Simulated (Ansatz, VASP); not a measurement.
## Sc4BP3: VASP beside Ansatz

```
Sc B P
1.0
     5.30857    0.00000    0.00358
     0.00000    3.87001    0.00000
    -0.02536    0.00000    6.77065
Sc B P
4 1 3
Direct
  0.74157 0.00000 0.34165
  0.25688 0.00000 0.70009
  0.27187 0.50000 0.13727
  0.73290 0.50000 0.82313
  0.55478 0.00000 0.00014
  0.94849 0.00000 0.00542
  0.47508 0.50000 0.49531
  0.01843 0.50000 0.49699
```

Change from the starting cell: the structure that the rattled cell fell into.

Alike in both runs: functional PBE; k mesh 6 × 8 × 6; occupations gaussian, width 0.1 eV; no spin polarisation.

Ansatz relaxed the structure, and its values are those at the end. VASP's run is a single point on that final structure, the one shown.

|  | VASP | Ansatz |
| --- | --- | --- |
| version | VASP 6.6.1 | Ansatz 0.2.0 |
| potentials or method | VASP PAW PBE potentials, release 64 (Sc_sv, B, P), cutoff 520 eV | scalar-relativistic, plane waves, PAW |
| valence electrons in the cell | 62 | 62 |

|  | VASP | Ansatz | Ansatz less VASP |
| --- | --- | --- | --- |
| gap on the k mesh at the Fermi level (eV) | none | none | - |
| pressure (GPa) | 0.2 | 0.0 | -0.17 |
| rms of the force components (eV/Å) | 0.005 | 0.003 | -0.0027 |

A gap of «none» marks a metal or a gap that the smearing closes.
